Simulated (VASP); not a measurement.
Write the native input for VASP 6.6.1 that does the following.

```yaml
Task: single point
Functional: PBE
Dispersion: D3(BJ)
Potentials_or_basis: VASP PAW PBE potentials, release 64 (C, N)
Cutoff: 520 eV
k_mesh: 6 × 8 × 1
Occupations: gaussian, width 0.05 eV
Spin: no spin polarisation
Dipole_correction: yes
Further_INCAR_settings: ALGO = Normal; EDIFF = 1e-06; NBANDS = 42
```

The structure of C6N lies in POSCAR:

```
C6N
1.0
    4.9292228550      0.0000000000      0.0000000000
    0.6166369006      3.5586578719      0.0000000000
    0.0000000000      0.0000000000     23.4976437319
C N
12 2
Direct
    0.3564276906      0.1499632937      0.1702298343
    0.8564276906      0.1499632937      0.1702298343
    0.0989390322      0.2099625304      0.1991270674
    0.5989390322      0.2099625304      0.1991270674
    0.0841110521      0.3299262058      0.2569047739
    0.5841110521      0.3299262058      0.2569047739
    0.3266667370      0.3895095889      0.2850339125
    0.8266667370      0.3895095889      0.2850339125
    0.3105178150      0.5194460093      0.3452144215
    0.8105178150      0.5194460093      0.3452144215
    0.0532190619      0.5779315754      0.3701496129
    0.5532190619      0.5779315754      0.3701496129
    0.3032190619      1.0779315754      0.5020777345
    0.3032190619      1.0779315754      0.5488909390
```

One way to write it, as run:

INCAR

```
SYSTEM = C6N
ALGO = Normal ; DIPOL = 0.5 0.5 0.307
EDIFF = 1E-6 ; ENCUT = 520
GGA = PE ; IDIPOL = 3
ISIF = 2 ; ISMEAR = 0
IVDW = 12 ; LASPH = .True.
LCHARG = .False. ; LDIPOL = .True.
LREAL = .False. ; LWAVE = .False.
NBANDS = 42 ; NELM = 60
PREC = Accurate ; SIGMA = 0.05
```

KPOINTS

```
k-points
0
Gamma
  6 8 1
  0 0 0
```

Potentials or basis: VASP PAW PBE potentials, release 64 (C, N).

Command:

```sh
$ cat potpaw_PBE.64/C/POTCAR potpaw_PBE.64/N/POTCAR > POTCAR
$ mpirun -np 1 vasp_std > vasp.out
```

It gave:

```json
{
  "Largest force": "3.322 eV/Å",
  "Band gap on the k mesh": "zero (bands 29 and 30 overlap by 0.07 eV)",
  "Dispersion energy per atom": "-0.106 eV"
}
```

Caveat: the standard files for N, O and F lose accuracy on very short bonds.

It took 8 min on 1 thread of Intel(R) Xeon(R) 6975P-C (Granite Rapids), on a shared host, peak memory 0.66 GiB.
